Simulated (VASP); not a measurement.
Here is a VASP 6.6.1 calculation.

INCAR

```
SYSTEM = SiGe3
PREC     = Accurate       ! precision mode
ENCUT    = 520            ! plane-wave cutoff, eV
EDIFF    = 1E-7           ! SCF threshold, eV
ISMEAR   = 0              ! smearing method
SIGMA    = 0.1            ! smearing width, eV
LREAL    = .False.        ! projectors in reciprocal space
LASPH    = .True.         ! aspherical terms in the spheres
NELM     = 60             ! most SCF steps
ALGO     = Normal         ! electronic algorithm
ISIF     = 2              ! what is computed and relaxed
LWAVE    = .False.        ! write WAVECAR
LCHARG   = .False.        ! write CHGCAR
GGA      = PE             ! functional
NBANDS   = 31             ! bands
```

The input KPOINTS:

```
Automatic mesh
0
Gamma
  6 6 6
  0 0 0
```

POSCAR

```
SiGe3
1.0
   -2.0901384900      2.0901384900      4.1802769700
    2.0901384900     -2.0901384900      4.1802769700
    2.0901384900      2.0901384900     -4.1802769700
Si Ge
1 3
Direct
    0.5000000000      0.5000000000      0.0000000000
    0.0000000000      0.0000000000      0.0000000000
    0.7500000000      0.2500000000      0.5000000000
    0.2500000000      0.7500000000      0.5000000000
```

Potentials or basis: VASP PAW PBE potentials, release 64 (Si, Ge_d).

Launch:

```bash
$ cat potpaw_PBE.64/Si/POTCAR potpaw_PBE.64/Ge_d/POTCAR > POTCAR
$ mpirun -np 1 vasp_std > vasp.out
```

(1) Estimate the pressure.

(2) What does it give for the band gap on the k mesh?

## Answers

(1) 1.0 GPa.

(2) zero (bands 23 and 24 overlap by 4.86 eV).
